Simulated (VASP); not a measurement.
# TiAl in VASP: notebook, part 3 of 3

VASP 6.6.1. The steps go on from the part before.

## (5) Single point, LDA (13.42 Å³/atom)

This run uses another cell than the first one, of 13.42 Å³/atom.

Contents of INCAR:

```
PREC = Accurate
ENCUT = 520
EDIFF = 1E-6
ISMEAR = 0
SIGMA = 0.15
LREAL = False
LASPH = True
NELM = 80
ALGO = Normal
ISIF = 2
LWAVE = False
LCHARG = False
GGA = CA
NBANDS = 14
```

Contents of KPOINTS:

```
regular mesh
0
Gamma
  16 16 16
```

Contents of POSCAR:

```
TiAl
1.0
    2.9937648276      0.0000000000      0.0000000000
    0.0000000000      2.9937648276      0.0000000000
    0.0000000000      0.0000000000      2.9937648276
Ti Al
1 1
Direct
    0.0000000000      0.0000000000      0.0000000000
    0.5000000000      0.5000000000      0.5000000000
```

Potentials or basis: VASP PAW LDA potentials, release 64 (Ti_sv, Al).

On the command line:

```bash
$ cat potpaw_LDA.64/Ti_sv/POTCAR potpaw_LDA.64/Al/POTCAR > POTCAR
$ mpirun -np 1 vasp_std > vasp.out
```

OUTCAR:

```text
PREC = Accurate
   ENCUT = 520
   EDIFF = 1E-6
   ISMEAR = 0
   LREAL = False
   LASPH = True
   NELM = 80
   ISIF = 2
   GGA = CA

 ion  position               nearest neighbor table
   1  0.000  0.000  0.000-   2 2.59   2 2.59   2 2.59   2 2.59   2 2.59   2 2.59   2 2.59   2 2.59

   2  0.500  0.500  0.500-   1 2.59   1 2.59   1 2.59   1 2.59   1 2.59   1 2.59   1 2.59   1 2.59

  LATTYP: Found a simple cubic cell.
 ALAT       =     2.9937648276

  Lattice vectors:

 A1 = (   2.9937648276,   0.0000000000,   0.0000000000)
 A2 = (   0.0000000000,   2.9937648276,   0.0000000000)
 A3 = (   0.0000000000,   0.0000000000,   2.9937648276)

Analysis of symmetry for initial positions (statically):
=====================================================================
 Subroutine PRICEL returns:
 Original cell was already a primitive cell.

 Routine SETGRP: Setting up the symmetry group for a
 simple cubic supercell.

 Subroutine GETGRP returns: Found 48 space group operations
 (whereof 48 operations were pure point group operations)
 out of a pool of 48 trial point group operations.

The static configuration has the point symmetry O_h .

Analysis of symmetry for dynamics (positions and initial velocities):
=====================================================================
 Subroutine PRICEL returns:
 Original cell was already a primitive cell.

 Routine SETGRP: Setting up the symmetry group for a
 simple cubic supercell.

 Subroutine GETGRP returns: Found 48 space group operations
 (whereof 48 operations were pure point group operations)
 out of a pool of 48 trial point group operations.

The dynamic configuration has the point symmetry O_h .

 Subroutine INISYM returns: Found 48 space group operations
 (whereof 48 operations are pure point group operations),
 and found     1 'primitive' translations

----------------------------------------------------------------------------------------

                                     Primitive cell

  volume of cell :      26.8320

  direct lattice vectors                    reciprocal lattice vectors
     2.993764828  0.000000000  0.000000000     0.334027573  0.000000000  0.000000000
     0.000000000  2.993764828  0.000000000     0.000000000  0.334027573  0.000000000
     0.000000000  0.000000000  2.993764828     0.000000000  0.000000000  0.334027573

  length of vectors
     2.993764828  2.993764828  2.993764828     0.334027573  0.334027573  0.334027573

  position of ions in fractional coordinates (direct lattice)
     0.000000000  0.000000000  0.000000000
     0.500000000  0.500000000  0.500000000

  ion indices of the primitive-cell ions
   primitive index   ion index
                 1           1
                 2           2

----------------------------------------------------------------------------------------

 KPOINTS: regular mesh

Automatic generation of k-mesh.
 Grid dimensions read from file:
 generate k-points for:   16   16   16

 Generating k-lattice:

  Cartesian coordinates                     Fractional coordinates (reciprocal lattice)
     0.020876723  0.000000000  0.000000000     0.062500000  0.000000000  0.000000000
     0.000000000  0.020876723  0.000000000     0.000000000  0.062500000  0.000000000
     0.000000000  0.000000000  0.020876723     0.000000000  0.000000000  0.062500000

  Length of vectors
     0.020876723  0.020876723  0.020876723

  Shift w.r.t. Gamma in fractional coordinates (k-lattice)
     0.000000000  0.000000000  0.000000000

 Subroutine IBZKPT returns following result:
 ===========================================

 Found    165 irreducible k-points:

 Following reciprocal coordinates:
            Coordinates               Weight
  0.000000  0.000000  0.000000      1.000000
  0.062500  0.000000  0.000000      6.000000
  0.125000  0.000000  0.000000      6.000000
  0.187500  0.000000  0.000000      6.000000
  0.250000  0.000000  0.000000      6.000000
  0.312500  0.000000  0.000000      6.000000
[... 16 lines left out ...]
  0.437500  0.125000  0.000000     24.000000
  0.500000  0.125000  0.000000     12.000000
 [... further k-points ...]
   k-points           NKPTS =    165   k-points in BZ     NKDIM =    165   number of bands    NBANDS=     14
   number of dos      NEDOS =    301   number of ions     NIONS =      2
   total plane-waves  NPLWV =  13824
   dimension x,y,z NGX =    24 NGY =   24 NGZ =   24
   dimension x,y,z NGXF=    48 NGYF=   48 NGZF=   48
   ions per type =               1   1
   NGX,Y,Z   is equivalent  to a cutoff of  13.33, 13.33, 13.33 a.u.
   NGXF,Y,Z  is equivalent  to a cutoff of  26.65, 26.65, 26.65 a.u.
 SYSTEM =  unknown system
   PREC   = accura    normal or accurate (medium, high low for compatibility)
   ISTART =      0    job   : 0-new  1-cont  2-samecut
   ICHARG =      2    charge: 1-file 2-atom 10-const
   ISPIN  =      1    spin polarized calculation?
   LNONCOLLINEAR =      F non collinear calculations
   LSORBIT =      F    spin-orbit coupling
   LASPH  =      T    aspherical Exc in radial PAW
   ENCUT  =  520.0 eV  38.22 Ry    6.18 a.u.   5.57  5.57  5.57*2*pi/ulx,y,z
   NELM   =     80;   NELMIN=  2; NELMDL= -5     # of ELM steps
   EDIFF  = 0.1E-05   stopping-criterion for ELM
   LREAL  =      F    real-space projection
   EDIFFG = 0.1E-04   stopping-criterion for IOM
   NSW    =      0    number of steps for IOM
   IBRION =     -1    ionic relax: 0-MD 1-quasi-New 2-CG
   NFREE  =      0    steps in history (QN), initial steepest desc. (CG)
   ISIF   =      2    stress and relaxation
   ISYM   =      2    0-nonsym 1-usesym 2-fastsym
   POTIM  = 0.5000    time-step for ionic-motion
   TEBEG  =    0.0;   TEEND  =   0.0 temperature during run
   PSTRESS=    0.0 pullay stress
   NELECT =      15.0000    total number of electrons
   NUPDOWN=      -1.0000    fix difference up-down
   EMIN   =  10.00;   EMAX   =-10.00  energy-range for DOS
   EFERMI =   0.00;   METHOD = LEGACY
   ISMEAR =     0;   SIGMA  =   0.15  broadening in eV -4-tet -1-fermi 0-gaus
   EFERMI_NEDOS =   21; number of points for ismear=-14 and -15
   IALGO  =     38    algorithm
   IMIX   =      4    mixing-type and parameters
     AMIX     =   0.40;   BMIX     =  1.00
     AMIX_MAG =   1.60;   BMIX_MAG =  1.00
  volume/ion in A,a.u.               =      13.42        90.54
  Fermi-wavevector in a.u.,A,eV,Ry     =   1.348614  2.548510 24.745717  1.818759
  Thomas-Fermi vector in A             =   2.476268
   LORBIT       =      0    0 simple, 1 ext, 2 COOP (PROOUT), +10 PAW based schemes
   GGA     = CA    functional components
   LHFCALC =     F    Hartree Fock is set to
   AEXX    =    0.0000 exact exchange contribution
   IVDW    =     0    specifies the selected vdW correction
   LEPSILON=     F    determine dielectric tensor
   LRPA    =     F    only Hartree local field effects (RPA)
 non-spin polarized calculation
 Gauss-broadening in eV      SIGMA  =   0.15
  energy-cutoff  :      520.00
  volume of cell :       26.83
 maximum number of plane-waves:       739
 NGX is ok and might be reduce to    24
   NGX = 11   NGY = 11   NGZ = 11

 number of electron      14.9999992 magnetization

 Free energy of the ion-electron system (eV)
  ---------------------------------------------------
  ext. energy  EPLUGINS =         0.00000000
  ---------------------------------------------------
  free energy    TOTEN  =       -13.09157288 eV

  energy without entropy =      -13.06860648  energy(sigma->0) =      -13.08008968

 E-fermi :  10.5632     XC(G=0): -12.1243

 val. band max:       10.5581016486   @ k =   0.4375   0.4375   0.2500
 cond. band min:      10.5654911208   @ k =   0.3750   0.1250   0.0625
 fundamental gap:      0.0073894722
 Fermi energy:        10.5632213381

 k-point     1 :       0.0000    0.0000    0.0000
  band No.  band energies     occupation
      1     -45.2729      2.00000
      2     -21.8305      2.00000
      3     -21.8305      2.00000
      4     -21.8305      2.00000
      5       0.5887      2.00000
      6       8.6673      2.00000
      7       8.6673      2.00000
      8      12.7486      0.00000
      9      12.7486      0.00000
     10      12.7486      0.00000
     11      15.9520      0.00000
     12      15.9520      0.00000
     13      15.9520      0.00000
     14      20.5448      0.00000
[... 375 lines left out ...]
 k-point    24 :       0.5000    0.1250    0.0000
  band No.  band energies     occupation
      1     -45.2326      2.00000
      2     -22.1633      2.00000
      3     -21.8472      2.00000
      4     -21.7955      2.00000
      5       4.4993      2.00000
      6       5.2338      2.00000
      7       9.9142      2.00000
      8      10.3175      1.97946
      9      10.7906      0.03206
     10      12.7053      0.00000
     11      14.3656      0.00000
     12      17.5785      0.00000
     13      19.7456      0.00000
     14      21.1914      0.00000

 [... further k-points ...]
[... 5 lines left out ...]
  --------------------------------------------------------------------------------------
  -------------------------------------------------------------------------------------
  Total        3.4967787      3.4967787      3.4967787     -0.0000000     -0.0000000     -0.0000000
  in kB      208.7976876    208.7976876    208.7976876     -0.0000000     -0.0000000     -0.0000000
  external PRESSURE =     208.7976876 kB  Pullay stress =       0.0000000 kB

 VOLUME and BASIS-vectors are now :
 -----------------------------------------------------------------------------
  energy-cutoff  :      520.00
  volume of cell :       26.83
      direct lattice vectors                 reciprocal lattice vectors
     2.993764828  0.000000000  0.000000000     0.334027573  0.000000000  0.000000000
     0.000000000  2.993764828  0.000000000     0.000000000  0.334027573  0.000000000
     0.000000000  0.000000000  2.993764828     0.000000000  0.000000000  0.334027573

 POSITION                                       TOTAL-FORCE (eV/Angst)
 -----------------------------------------------------------------------------------
      0.00000      0.00000      0.00000         0.000000      0.000000      0.000000
      1.49688      1.49688      1.49688         0.000000      0.000000      0.000000
 -----------------------------------------------------------------------------------
    total drift:                                0.000000      0.000000      0.000000

  FREE ENERGIE OF THE ION-ELECTRON SYSTEM (eV)
  ---------------------------------------------------
  free  energy   TOTEN  =       -13.0915728807 eV

  energy  without entropy=      -13.0686064817  energy(sigma->0) =      -13.08008968
```

OSZICAR:

```text
N       E                     dE             d eps       ncg     rms          rms(c)
DAV:   1     0.100923376193E+03    0.10092E+03   -0.70747E+03  4626   0.112E+03
DAV:   2    -0.920194107308E+01   -0.11013E+03   -0.10573E+03  4776   0.306E+02
DAV:   3    -0.143308117259E+02   -0.51289E+01   -0.49991E+01  6874   0.641E+01
DAV:   4    -0.144565782617E+02   -0.12577E+00   -0.12544E+00  5144   0.892E+00
DAV:   5    -0.144608298981E+02   -0.42516E-02   -0.42509E-02  6430   0.157E+00    0.117E+01
DAV:   6    -0.131151585689E+02    0.13457E+01   -0.37771E+00  5206   0.282E+01    0.301E+00
DAV:   7    -0.130959913980E+02    0.19167E-01   -0.20925E-01  5382   0.603E+00    0.219E+00
DAV:   8    -0.130918093510E+02    0.41820E-02   -0.47958E-02  6924   0.176E+00    0.450E-01
DAV:   9    -0.130914621656E+02    0.34719E-03   -0.35272E-03  5462   0.778E-01    0.160E-01
DAV:  10    -0.130915853194E+02   -0.12315E-03   -0.83100E-04  5094   0.377E-01    0.667E-02
DAV:  11    -0.130915732870E+02    0.12032E-04   -0.70825E-05  5514   0.112E-01    0.127E-02
DAV:  12    -0.130915728807E+02    0.40632E-06   -0.74203E-06  5626   0.296E-02
   1 F= -.13091573E+02 E0= -.13080090E+02  d E =-.229664E-01
```

stdout:

```text
POSCAR found type information on POSCAR TiAl
 POSCAR found :  2 types and       2 ions
 scaLAPACK will be used
 LDA part: xc-table for (Slater(with rela. corr.)+CA(PZ))
 , standard interpolation
 POSCAR, INCAR and KPOINTS ok, starting setup
 FFT: planning ... GRIDC
 FFT: planning ... GRID_SOFT
 FFT: planning ... GRID
 WAVECAR not read
 entering main loop
```

Wall time 35 s (1 thread of Intel Xeon 8259CL, shared host); peak memory 0.17 GiB.

What came out:

| Item | Value |
| --- | --- |
| Free energy | -13.0916 eV |
| Pressure | 20.9 GPa |
| Band gap on the k mesh | zero (an odd number of electrons rules out a gap without spin polarisation) |

Levels at points of the mesh, in eV from the Fermi level:
```csv
k point,band 5,band 6,band 7,band 8,band 9,band 10
"(0.00, 0.00, 0.00)",-9.97,-1.90,-1.90,2.19,2.19,2.19
"(0.50, 0.00, 0.00)",-6.14,-5.64,-0.76,0.15,0.15,2.46
"(0.50, 0.50, 0.00)",-5.54,-1.99,-1.99,-1.68,0.75,0.75
"(0.50, 0.50, 0.50)",-3.68,-3.68,-3.68,1.71,3.56,3.56
```

Caveat: the cell stands under pressure.

## (6) Single point, LDA (13.87 Å³/atom)

This run uses another cell than the first one, of 13.87 Å³/atom.

Contents of INCAR:

```
PREC = Accurate
ENCUT = 520
EDIFF = 1E-6
ISMEAR = 0
SIGMA = 0.15
LREAL = F
LASPH = T
NELM = 60
ALGO = Normal
ISIF = 2
LWAVE = F
LCHARG = F
GGA = CA
NBANDS = 14
```

KPOINTS is that of step 5.

Contents of POSCAR:

```
TiAl
1.0
    3.0273789996      0.0000000000      0.0000000000
    0.0000000000      3.0273789996      0.0000000000
    0.0000000000      0.0000000000      3.0273789996
Ti Al
1 1
Direct
    0.0000000000      0.0000000000      0.0000000000
    0.5000000000      0.5000000000      0.5000000000
```

Potentials or basis: VASP PAW LDA potentials, release 64 (Ti_sv, Al).

On the command line:

```bash
$ cat potpaw_LDA.64/Ti_sv/POTCAR potpaw_LDA.64/Al/POTCAR > POTCAR
$ mpirun -np 1 vasp_std > vasp.out
```

Run time: 31 s. Hardware: 1 thread of Intel Xeon 8259CL, shared host; peak memory 0.18 GiB.

It converged, with:

```yaml
Free_energy: -13.1924 eV
Pressure: 14.5 GPa
Band_gap_on_the_k_mesh: zero (an odd number of electrons rules out a gap without spin polarisation)
```

Levels at points of the mesh, in eV from the Fermi level:
```
           k point  band 3  band 4  band 5  band 6  band 7  band 8  band 9  band 10  band 11  band 12
(0.00, 0.00, 0.00)  -32.47  -32.47   -9.83   -1.80   -1.80    2.10    2.10     2.10     5.19     5.19
(0.50, 0.00, 0.00)  -32.44  -32.44   -6.12   -5.54   -0.72    0.14    0.14     2.36     3.66     6.74
(0.50, 0.50, 0.00)  -32.72  -32.41   -5.44   -2.01   -2.01   -1.63    0.74     0.74     3.33     5.71
(0.50, 0.50, 0.50)  -32.68  -32.68   -3.56   -3.56   -3.56    1.48    3.41     3.41     3.47     3.47
```

Caveat: the cell stands under pressure.

## (7) Overview

| cell | gap on the mesh (eV) | pressure (GPa) |
| --- | --- | --- |
| a = 3.004, b = 3.004, c = 3.176 Å, 2 atoms | none | 9.1 |
| a = 3.084, b = 3.084, c = 2.917 Å, 2 atoms | none | 14.6 |
| a = 2.972, b = 2.972, c = 3.142 Å, 2 atoms | none | 14.6 |
| a = 2.994 Å, 2 atoms | none | 20.9 |
| a = 3.027 Å, 2 atoms | none | 14.5 |

Alike in all rows: task single point; level LDA; potentials or basis VASP PAW LDA potentials, release 64 (Ti_sv, Al); no spin polarisation; k mesh 16 × 16 × 16; cutoff (eV) 520; smearing gaussian 0.15 eV.

Caveats: the cell stands under pressure.

Total energies depend on the potentials used, so only differences within one code and one set of settings carry meaning.
